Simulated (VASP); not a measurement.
SiSeF2:

```
CELL_PARAMETERS angstrom
4.76141 0.00000 0.00000
0.00000 4.76141 0.00000
0.00000 0.00000 2.71201
ATOMIC_POSITIONS crystal
Si 0.50000 0.50000 0.50000
Se 0.00000 0.00000 0.00000
F 0.00000 0.50000 0.00000
F 0.50000 0.00000 0.00000
```

The cell was generated, and may not be a known phase.

| Quantity | Value |
| --- | --- |
| Program | VASP 6.6.1 |
| Task | relaxation of cell and atoms |
| Functional | PBE |
| Potentials or basis | VASP PAW PBE potentials, release 64 (Si, Se, F) |
| Cutoff | 600 eV |
| k mesh | 4 × 4 × 6 |
| Occupations | gaussian, width 0.1 eV |
| Spin | no spin polarisation |

At the start: pressure -0.3 GPa; volume 15.37 Å³/atom.

**Question.** How do energy, volume and symmetry change on relaxing?

**Answer.** Over 5 steps the energy falls by 23.7 meV/atom and the volume is 15.10 Å³/atom (-1.7 %); space group P4/mmm (No. 123, to 0.1 Å) before and after.

Step by step:
| step | energy change (eV) | largest force (eV/Å) | pressure (GPa) | volume (Å³) |
| --- | --- | --- | --- | --- |
| 1 | 0.0000 | 0.0000 | -0.27 | 61.48 |
| 2 | -0.0766 | 0.0000 | -0.62 | 61.22 |
| 3 | -0.0925 | 0.0000 | -0.59 | 61.05 |
| 4 | -0.0941 | 0.0000 | -0.59 | 60.98 |
| 5 | -0.0949 | 0.0000 | 0.14 | 60.41 |

Final structure:
```yaml
crystal:
  lattice:
    - [4.85175, 0.00000, 0.00000]
    - [0.00000, 4.85175, 0.00000]
    - [0.00000, 0.00000, 2.56636]
  atoms:
    - { symbol: Si, position: [0.50000, 0.50000, 0.50000] }
    - { symbol: Se, position: [0.00000, 0.00000, 0.00000] }
    - { symbol: F, position: [0.00000, 0.50000, 0.00000] }
    - { symbol: F, position: [0.50000, 0.00000, 0.00000] }
```

Caveat: the k points lie up to 0.41 Å⁻¹ apart in the final cell, too coarse for converged energies and pressures of a metal.
